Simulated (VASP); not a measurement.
TaN:

```
CELL_PARAMETERS angstrom
2.95018 0.00000 0.00000
-1.47509 2.55493 0.00000
0.00000 0.00000 2.89777
ATOMIC_POSITIONS crystal
Ta 0.37589 0.71639 0.62964
N 0.95744 0.95028 0.87036
```

This cell differs from its parent crystal: all Ta atoms moved 0.8 Å in one direction.

- Program: VASP 6.6.1
- Task: relaxation of cell and atoms
- Functional: PBE
- Potentials or basis: VASP PAW PBE potentials, release 64 (Ta_pv, N)
- Cutoff: 600 eV
- k mesh: 15 × 15 × 12
- Occupations: gaussian, width 0.15 eV
- Spin: no spin polarisation

At the start: pressure 119.4 GPa; volume 10.92 Å³/atom.

**Question.** Where does the relaxation end?

**Answer.** Over 18 steps the energy falls by 2440.8 meV/atom and the volume is 10.94 Å³/atom (+0.2 %); space group P-6m2 (No. 187, to 0.05 Å).

The path:
| step | energy change (eV) | largest force (eV/Å) | pressure (GPa) | volume (Å³) |
| --- | --- | --- | --- | --- |
| 1 | 0.0000 | 13.3669 | 119.42 | 21.84 |
| 2 | 3.0751 | 2.0026 | -41.48 | 56.12 |
| 3 | 0.9425 | 2.1111 | -44.19 | 46.21 |
| 4 | -0.4356 | 1.8901 | -43.93 | 40.12 |
| 5 | -2.6379 | 1.3101 | -30.82 | 30.23 |
| 6 | -3.1574 | 4.4858 | -3.00 | 25.85 |
| 7 | -3.9365 | 0.7816 | -39.13 | 26.68 |
| 8 | -3.9481 | 1.0745 | -37.07 | 26.55 |
| 9 | -4.6889 | 0.2972 | -3.85 | 22.38 |
| 10 | -4.6889 | 0.2942 | -3.53 | 22.36 |
| 11 | -4.8314 | 0.3604 | -1.18 | 22.02 |
| 12 | -4.8729 | 0.4064 | 2.27 | 21.75 |
| 13 | -4.8733 | 0.4078 | 2.84 | 21.71 |
| 14 | -4.8800 | 0.1484 | -1.47 | 21.97 |
| 15 | -4.8800 | 0.1519 | -1.44 | 21.97 |
| 16 | -4.8815 | 0.0158 | 0.08 | 21.87 |
| 17 | -4.8816 | 0.0066 | 0.21 | 21.86 |
| 18 | -4.8817 | 0.0059 | -0.07 | 21.88 |

Final structure:
```
Ta N
1.0
     2.95141   -0.00186   -0.00442
    -1.47299    2.55750    0.00201
     0.00524   -0.00054    2.89987
Ta N
1 1
Direct
  0.33338 0.66670 0.50007
  0.99995 0.99997 0.99993
```

Caveat: the cell differs from its parent crystal (all Ta atoms moved 0.8 Å in one direction).
